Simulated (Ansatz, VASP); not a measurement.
Two plane-wave programs on Sb

INCAR

```
SYSTEM = Sb
PREC     = Accurate       ! precision mode
ENCUT    = 400            ! plane-wave cutoff, eV
EDIFF    = 1E-6           ! SCF threshold, eV
ISMEAR   = 0              ! smearing method
SIGMA    = 0.04           ! smearing width, eV
LREAL    = .False.        ! projectors in reciprocal space
LASPH    = .True.         ! aspherical terms in the spheres
NELM     = 120            ! most SCF steps
ALGO     = Normal         ! electronic algorithm
ISIF     = 2              ! what is computed and relaxed
LWAVE    = .False.        ! write WAVECAR
LCHARG   = .False.        ! write CHGCAR
LDIPOL   = .True.       
IDIPOL   = 3            
DIPOL    = 0.5 0.5 0.323
GGA      = PE             ! functional
IVDW     = 12             ! dispersion correction
NBANDS   = 12             ! bands
GGA_COMPAT= .False.      
NELMDL   = -8
```

Contents of KPOINTS:

```
regular mesh
0
Gamma
  12 12 1
  0 0 0
```

POSCAR

```
Sb
1.0
    4.0960309279      0.0000000000      0.0000000000
   -2.0480154639      3.5472668382      0.0000000000
    0.0000000000      0.0000000000     26.8700000000
Sb
2
Direct
    0.3333333333      0.6666666667      0.2921240057
    0.6666666667      0.3333333333      0.3532310704
```

Input for Ansatz:

```yaml
crystal:
  lattice:
    - [4.0960309279, 0.0, 0.0]
    - [-2.0480154639, 3.5472668382, 0.0]
    - [0.0, 0.0, 26.87]
  atoms:
    - { symbol: Sb, position: [0.3333333333, 0.6666666667, 0.2921240057] }
    - { symbol: Sb, position: [0.6666666667, 0.3333333333, 0.3532310704] }
basis:
  ecutwfc: 420
kpoints:
  mp_grid: { grid: [12, 12, 1] }
hamiltonian:
  xc: pbe
  dispersion: d3bj
  pseudopotentials: { kind: paw, azcp: { folder: soft_1 } }
scf:
  occupations: { method: gaussian, width: 0.04 }
  n_extra_bands: 6
  max_iter: 160
output:
  forces: true
  eigenvalues: true
  write_density: true
  write_potential: true
  elf: true
  volumetric_format: npy
efield:
  axis: 3
  dipole_correction: true
```

Alike in both runs: task single point; functional PBE; dispersion D3(BJ); k mesh 12 × 12 × 1; occupations gaussian, width 0.04 eV; no spin polarisation.

|  | VASP | Ansatz |
| --- | --- | --- |
| version | VASP 6.6.1 | Ansatz 0.2.0 |
| potentials or method | VASP PAW PBE potentials, release 64 (Sb), cutoff 400 eV | scalar-relativistic, plane waves, PAW |
| valence electrons in the cell | 10 | 30 |

```tsv
	VASP	Ansatz	Ansatz less VASP
gap on the k mesh at the Fermi level (eV)	1.25	1.25	-0.006
least direct gap on the mesh (eV)	1.60	1.63	+0.030
rms of the force components (eV/Å)	0.041	0.008	-0.0326
```

Atom by atom the forces differ by 0.049 eV/Å (rms over components). VASP's potentials hold 10 valence electrons a cell and Ansatz's 30, so a difference there can come from the potentials and not from the codes.

Neither program's run includes spin-orbit coupling.
